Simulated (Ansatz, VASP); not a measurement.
# One calculation of BN, two programs

```xyz
4
Lattice="2.5224 0.0000 0.0000 -1.2612 2.1845 0.0000 0.0000 0.0000 4.1750" Properties=species:S:1:pos:R:3 pbc="T T T"
B     1.2612    0.7282    4.1737
B     0.0000    1.4563    2.0862
N     1.2612    0.7282    2.6107
N     0.0000    1.4563    0.5232
```

Alike in both runs: functional LDA; k mesh 9 × 9 × 6; occupations gaussian, width 0.1 eV; no spin polarisation.

Ansatz relaxed the structure, and its values are those at the end. VASP's run is a single point on that final structure, the one shown.

|  | VASP | Ansatz |
| --- | --- | --- |
| version | VASP 6.6.1 | Ansatz 0.2.0 |
| potentials or method | VASP PAW LDA potentials, release 64 (B_h, N_h), cutoff 910 eV | scalar-relativistic, plane waves, PAW |
| valence electrons in the cell | 16 | 16 |

|  | VASP | Ansatz | Ansatz less VASP |
| --- | --- | --- | --- |
| gap on the k mesh at the Fermi level (eV) | 4.90 | 4.93 | +0.022 |
| least direct gap on the mesh (eV) | 8.28 | 8.29 | +0.007 |

LDA's correlation is that of Perdew and Zunger in VASP and of Perdew and Wang (1992) in Ansatz.

Noted on VASP's run: the cutoff is short for stress, so the pressure is rough.
